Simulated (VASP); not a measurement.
# Rb3YP2 (Ibam) in VASP: single point with PBE

Aim: the single point of Rb3YP2 with PBE.

Everything below comes from runs of VASP 6.6.1. Logs are shortened: lines on timing, memory, paths and dates and some standing lists are left out, and cuts for length are marked.

## Step 1: The cell of the first run

Symmetry: Ibam, No. 72, orthorhombic system. Conventional cell: a = 7.801 Å, b = 15.362 Å, c = 7.468 Å, α = 90.00°, β = 90.00°, γ = 90.00°. Within 4.5 Å of Rb (site symmetry 222) lie 4 P at 3.45 Å and 4 Rb at 3.68 to 3.73 Å and 2 Y at 3.90 Å. Within 4.5 Å of Rb (site symmetry 2) lie 4 P at 3.42 to 3.77 Å and 5 Rb at 3.68 to 3.91 Å and 1 Y at 4.00 Å. Y (site symmetry 222) has 4 P at 2.80 Å within 3.7 Å. Within 3.7 Å of P (site symmetry m) lie 2 Y at 2.80 Å and 4 Rb at 3.42 to 3.45 Å.

## Step 2: Single point, PBE

INCAR reads:

```
SYSTEM = Rb3YP2
PREC     = Accurate       ! precision mode
ENCUT    = 520            ! plane-wave cutoff, eV
EDIFF    = 1E-6           ! SCF threshold, eV
ISMEAR   = 0              ! smearing method
SIGMA    = 0.1            ! smearing width, eV
LREAL    = .FALSE.        ! projectors in reciprocal space
LASPH    = .TRUE.         ! aspherical terms in the spheres
NELM     = 100            ! most SCF steps
ALGO     = Normal         ! electronic algorithm
ISIF     = 2              ! what is computed and relaxed
LWAVE    = .FALSE.        ! write WAVECAR
LCHARG   = .TRUE.         ! write CHGCAR
GGA      = PE             ! functional
LELF     = .TRUE.         ! ELF
LVHAR    = .TRUE.       
NBANDS   = 60             ! bands
```

KPOINTS reads:

```
Automatic mesh
0
G
  2 2 2
  0 0 0
```

POSCAR reads:

```
Rb3YP2
1.0
    0.0000000000      0.0000000000      7.4681658244
    7.8014098573      0.0000000000      0.0000000000
   -3.9007049286      7.6808026609     -3.7340829122
Rb Y P
6 2 4
Direct
    0.7500000000      0.5000000000      0.0000000000
    0.5104908101      0.2604908101      0.5209816201
    0.9895091899      0.7395091899      0.4790183799
    0.2500000000      0.5000000000      1.0000000000
    0.0104908101      0.2604908101      0.5209816201
    0.4895091899      0.7395091899      0.4790183799
    0.7500000000      0.0000000000      0.0000000000
    0.2500000000      0.0000000000      0.0000000000
    0.9009463117      0.7173869071      0.8018926235
    0.5990536883      0.9154942836      0.1981073765
    0.4009463117      0.0845057164      0.8018926235
    0.0990536883      0.2826130929      0.1981073765
```

Potentials or basis: VASP PAW PBE potentials, release 64 (Rb_sv, Y_sv, P).

The run is started by

```sh
$ cat potpaw_PBE.64/Rb_sv/POTCAR potpaw_PBE.64/Y_sv/POTCAR potpaw_PBE.64/P/POTCAR > POTCAR
$ mpirun -np 1 vasp_std > vasp.out
```

OUTCAR:

```text
SYSTEM = Rb3YP2
   PREC = Accurate
   ENCUT = 520
   EDIFF = 1E-6
   ISMEAR = 0
   LREAL = .FALSE.
   LASPH = .TRUE.
   NELM = 100
   ISIF = 2
   GGA = PE

 ion  position               nearest neighbor table
   1  0.750  0.500  0.000-   9 3.45  10 3.45  12 3.45  11 3.45   2 3.68   3 3.68   4 3.73   4 3.73
                             7 3.90   7 3.90   6 5.24   5 5.24   5 5.24   6 5.24   6 5.59   5 5.59
   2  0.510  0.260  0.521-  12 3.42  10 3.42   1 3.68   5 3.73   5 3.73   9 3.77  11 3.77   6 3.91
                             6 3.91   8 4.00   4 5.24   4 5.24   3 5.41   3 5.41   3 5.41   3 5.41
   3  0.990  0.740  0.479-   9 3.42  11 3.42   1 3.68   6 3.73   6 3.73  10 3.77  12 3.77   5 3.91
                             5 3.91   8 4.00   4 5.24   4 5.24   2 5.41   2 5.41   2 5.41   2 5.41
   4  0.250  0.500  0.000-  12 3.45  11 3.45   9 3.45  10 3.45   5 3.68   6 3.68   1 3.73   1 3.73
                             8 3.90   8 3.90   3 5.24   2 5.24   2 5.24   3 5.24   3 5.59   2 5.59
   5  0.010  0.260  0.521-  12 3.42  10 3.42   4 3.68   2 3.73   2 3.73  11 3.77   9 3.77   3 3.91
                             3 3.91   7 4.00   1 5.24   1 5.24   6 5.41   6 5.41   6 5.41   6 5.41
   6  0.490  0.740  0.479-   9 3.42  11 3.42   4 3.68   3 3.73   3 3.73  12 3.77  10 3.77   2 3.91
                             2 3.91   7 4.00   1 5.24   1 5.24   5 5.41   5 5.41   5 5.41   5 5.41
   7  0.750  0.000  0.000-  10 2.80   9 2.80  11 2.80  12 2.80   8 3.73   8 3.73   1 3.90   1 3.90
                             5 4.00   6 4.00
   8  0.250  0.000  0.000-  11 2.80  12 2.80  10 2.80   9 2.80   7 3.73   7 3.73   4 3.90   4 3.90
                             2 4.00   3 4.00
   9  0.901  0.717  0.802-   7 2.80   8 2.80   6 3.42   3 3.42   1 3.45   4 3.45   2 3.77   5 3.77

  10  0.599  0.915  0.198-   7 2.80   8 2.80   5 3.42   2 3.42   1 3.45   4 3.45   3 3.77   6 3.77

  11  0.401  0.085  0.802-   8 2.80   7 2.80   3 3.42   6 3.42   4 3.45   1 3.45   5 3.77   2 3.77

  12  0.099  0.283  0.198-   8 2.80   7 2.80   2 3.42   5 3.42   4 3.45   1 3.45   6 3.77   3 3.77

  LATTYP: Found a body centered orthorhombic cell.
 ALAT       =     7.4681658244
 B/A-ratio  =     1.0446219381
 C/A-ratio  =     2.0569448621

  Lattice vectors:

 A1 = (   3.9007049286,  -7.6808026609,   3.7340829122)
 A2 = (  -3.9007049287,  -7.6808026609,  -3.7340829122)
 A3 = (   3.9007049287,   7.6808026609,  -3.7340829122)

Analysis of symmetry for initial positions (statically):
=====================================================================
 Subroutine PRICEL returns:
 Original cell was already a primitive cell.

 Routine SETGRP: Setting up the symmetry group for a
 body centered orthorhombic supercell.

 Subroutine GETGRP returns: Found  8 space group operations
 (whereof  4 operations were pure point group operations)
 out of a pool of  8 trial point group operations.

The static configuration has the point symmetry C_2h.
 The point group associated with its full space group is D_2h.

Analysis of symmetry for dynamics (positions and initial velocities):
=====================================================================
 Subroutine PRICEL returns:
 Original cell was already a primitive cell.

 Routine SETGRP: Setting up the symmetry group for a
 body centered orthorhombic supercell.

 Subroutine GETGRP returns: Found  8 space group operations
 (whereof  4 operations were pure point group operations)
 out of a pool of  8 trial point group operations.

The dynamic configuration has the point symmetry C_2h.
 The point group associated with its full space group is D_2h.

 Subroutine INISYM returns: Found  8 space group operations
 (whereof  4 operations are pure point group operations),
 and found     1 'primitive' translations

----------------------------------------------------------------------------------------

                                     Primitive cell

  volume of cell :     447.5006

  direct lattice vectors                    reciprocal lattice vectors
     0.000000000  0.000000000  7.468165824     0.000000000  0.065097363  0.133901687
     7.801409857  0.000000000  0.000000000     0.128181959  0.065097363  0.000000000
    -3.900704929  7.680802661 -3.734082912     0.000000000  0.130194726  0.000000000

  length of vectors
     7.468165824  7.801409857  9.389015052     0.148886965  0.143764674  0.130194726

[... 36 lines left out ...]

 Generating k-lattice:

  Cartesian coordinates                     Fractional coordinates (reciprocal lattice)
     0.000000000  0.032548682  0.066950843     0.500000000  0.000000000  0.000000000
     0.064090980  0.032548682  0.000000000     0.000000000  0.500000000  0.000000000
     0.000000000  0.065097363  0.000000000     0.000000000  0.000000000  0.500000000

  Length of vectors
     0.074443483  0.071882337  0.065097363

  Shift w.r.t. Gamma in fractional coordinates (k-lattice)
     0.000000000  0.000000000  0.000000000

 Subroutine IBZKPT returns following result:
 ===========================================

 Found      5 irreducible k-points:

 Following reciprocal coordinates:
            Coordinates               Weight
  0.000000  0.000000  0.000000      1.000000
  0.500000  0.000000  0.000000      2.000000
  0.000000  0.500000 -0.000000      2.000000
  0.500000  0.500000 -0.000000      2.000000
  0.000000  0.000000  0.500000      1.000000
   k-points           NKPTS =      5   k-points in BZ     NKDIM =      5   number of bands    NBANDS=     60
   number of dos      NEDOS =    301   number of ions     NIONS =     12
   total plane-waves  NPLWV = 235200
   dimension x,y,z NGX =    56 NGY =   60 NGZ =   70
   dimension x,y,z NGXF=   112 NGYF=  120 NGZF=  140
   ions per type =               6   2   4
   NGX,Y,Z   is equivalent  to a cutoff of  12.47, 12.79, 12.39 a.u.
   NGXF,Y,Z  is equivalent  to a cutoff of  24.93, 25.57, 24.79 a.u.
 SYSTEM =  Rb3YP2
   PREC   = accura    normal or accurate (medium, high low for compatibility)
   ISTART =      0    job   : 0-new  1-cont  2-samecut
   ICHARG =      2    charge: 1-file 2-atom 10-const
   ISPIN  =      1    spin polarized calculation?
   LNONCOLLINEAR =      F non collinear calculations
   LSORBIT =      F    spin-orbit coupling
   LASPH  =      T    aspherical Exc in radial PAW
   ENCUT  =  520.0 eV  38.22 Ry    6.18 a.u.  13.89 14.51 17.46*2*pi/ulx,y,z
   NELM   =    100;   NELMIN=  2; NELMDL= -5     # of ELM steps
   EDIFF  = 0.1E-05   stopping-criterion for ELM
   LREAL  =      F    real-space projection
   EDIFFG = 0.1E-04   stopping-criterion for IOM
   NSW    =      0    number of steps for IOM
   IBRION =     -1    ionic relax: 0-MD 1-quasi-New 2-CG
   NFREE  =      0    steps in history (QN), initial steepest desc. (CG)
   ISIF   =      2    stress and relaxation
   ISYM   =      2    0-nonsym 1-usesym 2-fastsym
   POTIM  = 0.5000    time-step for ionic-motion
   TEBEG  =    0.0;   TEEND  =   0.0 temperature during run
   PSTRESS=    0.0 pullay stress
   NELECT =      96.0000    total number of electrons
   NUPDOWN=      -1.0000    fix difference up-down
   EMIN   =  10.00;   EMAX   =-10.00  energy-range for DOS
   EFERMI =   0.00;   METHOD = LEGACY
   ISMEAR =     0;   SIGMA  =   0.10  broadening in eV -4-tet -1-fermi 0-gaus
   EFERMI_NEDOS =   21; number of points for ismear=-14 and -15
   IALGO  =     38    algorithm
   IMIX   =      4    mixing-type and parameters
     AMIX     =   0.40;   BMIX     =  1.00
     AMIX_MAG =   1.60;   BMIX_MAG =  1.00
  volume/ion in A,a.u.               =      37.29       251.66
  Fermi-wavevector in a.u.,A,eV,Ry     =   0.980018  1.851965 13.067514  0.960435
  Thomas-Fermi vector in A             =   2.110916
   LORBIT       =      0    0 simple, 1 ext, 2 COOP (PROOUT), +10 PAW based schemes
   GGA     = PE    functional components
   LHFCALC =     F    Hartree Fock is set to
   AEXX    =    0.0000 exact exchange contribution
   IVDW    =     0    specifies the selected vdW correction
   LEPSILON=     F    determine dielectric tensor
   LRPA    =     F    only Hartree local field effects (RPA)
 non-spin polarized calculation
 Gauss-broadening in eV      SIGMA  =   0.10
  energy-cutoff  :      520.00
  volume of cell :      447.50
 maximum number of plane-waves:     12058
 NGX is ok and might be reduce to    56
   NGX = 27   NGY = 29   NGZ = 35

 number of electron      96.0000001 magnetization

 Free energy of the ion-electron system (eV)
  ---------------------------------------------------
  ext. energy  EPLUGINS =         0.00000000
  ---------------------------------------------------
  free energy    TOTEN  =       -47.29314958 eV

  energy without entropy =      -47.29314958  energy(sigma->0) =      -47.29314958

 E-fermi :   1.8640     XC(G=0):  -7.6870

 val. band max:        1.3878289490   @ k =   0.0000   0.0000   0.0000
 cond. band min:       2.3672548627   @ k =   0.0000   0.0000   0.0000
 fundamental gap:      0.9794259136
 Fermi energy:         1.8640358505

 k-point     1 :       0.0000    0.0000    0.0000
  band No.  band energies     occupation
      1     -40.6462      2.00000
      2     -40.6328      2.00000
      3     -26.2935      2.00000
      4     -26.2573      2.00000
      5     -26.2333      2.00000
      6     -26.2017      2.00000
[... 304 lines left out ...]
     59       4.8739      0.00000
     60       5.0521      0.00000

------------------------ aborting loop because EDIFF is reached ----------------------------------------

  FORCE on cell =-STRESS in cart. coord.  units (eV):
  Direction    XX          YY          ZZ          XY          YZ          ZX
  --------------------------------------------------------------------------------------
  -------------------------------------------------------------------------------------
  Total       -0.0050846      0.0200217     -0.0317983      0.0000000      0.0000000      0.0000000
  in kB       -0.0182043      0.0716832     -0.1138468      0.0000000      0.0000000      0.0000000
  external PRESSURE =      -0.0201226 kB  Pullay stress =       0.0000000 kB

 VOLUME and BASIS-vectors are now :
 -----------------------------------------------------------------------------
  energy-cutoff  :      520.00
  volume of cell :      447.50
      direct lattice vectors                 reciprocal lattice vectors
     0.000000000  0.000000000  7.468165824     0.000000000  0.065097363  0.133901687
     7.801409857  0.000000000  0.000000000     0.128181959  0.065097363  0.000000000
    -3.900704929  7.680802661 -3.734082912     0.000000000  0.130194726  0.000000000

 POSITION                                       TOTAL-FORCE (eV/Angst)
 -----------------------------------------------------------------------------------
      3.90070      0.00000      5.60112         0.000000     -0.000000     -0.000000
      0.00000      4.00156      1.86704        -0.000000     -0.003752     -0.000000
      3.90070      3.67925      5.60112         0.000000      0.003752      0.000000
      3.90070      0.00000      1.86704         0.000000      0.000000     -0.000000
      0.00000      4.00156     -1.86704        -0.000000     -0.003752     -0.000000
      3.90070      3.67925      1.86704         0.000000      0.003752      0.000000
      0.00000      0.00000      5.60112         0.000000      0.000000      0.000000
      0.00000      0.00000      1.86704         0.000000      0.000000     -0.000000
      2.46868      6.15918      3.73408         0.007674      0.002758     -0.000000
      6.36939      1.52162      3.73408         0.007674     -0.002758      0.000000
     -2.46868      6.15918     -0.00000        -0.007674      0.002758     -0.000000
      1.43202      1.52162      0.00000        -0.007674     -0.002758      0.000000
 -----------------------------------------------------------------------------------
    total drift:                                0.000000     -0.000000      0.000000

  FREE ENERGIE OF THE ION-ELECTRON SYSTEM (eV)
  ---------------------------------------------------
  free  energy   TOTEN  =       -47.2931495789 eV

  energy  without entropy=      -47.2931495789  energy(sigma->0) =      -47.29314958
```

Wall time 6.3 min (1 thread of Intel Xeon Platinum 8175M at 2.50GHz (Skylake/Cascade Lake), shared host); peak memory 0.59 GiB.

Results:

```
Free energy            : -47.2931 eV
Pressure               : 0.0 GPa
Largest force          : 0.008 eV/Å
Band gap on the k mesh : 0.98 eV, direct
```

Forces in eV/Å, atoms in the order of the input:
```
Rb   0.000  0.000  0.000
Rb   0.000 -0.004  0.000
Rb   0.000  0.004  0.000
Rb   0.000  0.000  0.000
Rb   0.000 -0.004  0.000
Rb   0.000  0.004  0.000
Y    0.000  0.000  0.000
Y    0.000  0.000  0.000
P    0.008  0.003  0.000
P    0.008 -0.003  0.000
P   -0.008  0.003  0.000
P   -0.008 -0.003  0.000
```

Levels at points of the mesh, in eV from the valence-band top:
```tsv
k point	band 46	band 47	band 48	band 49	band 50	band 51
(0.00, 0.00, 0.00)	-0.47	-0.26	0.00	0.98	1.54	1.72
(0.50, 0.00, 0.00)	-0.62	-0.59	-0.59	2.01	2.01	2.03
(0.00, 0.50, 0.00)	-0.54	-0.33	-0.21	1.53	1.59	2.04
(0.50, 0.50, 0.00)	-0.66	-0.46	-0.46	2.15	2.15	2.40
(0.00, 0.00, 0.50)	-0.29	-0.29	-0.10	1.36	1.51	1.90
```

Caveat: the k points lie up to 0.47 Å⁻¹ apart.
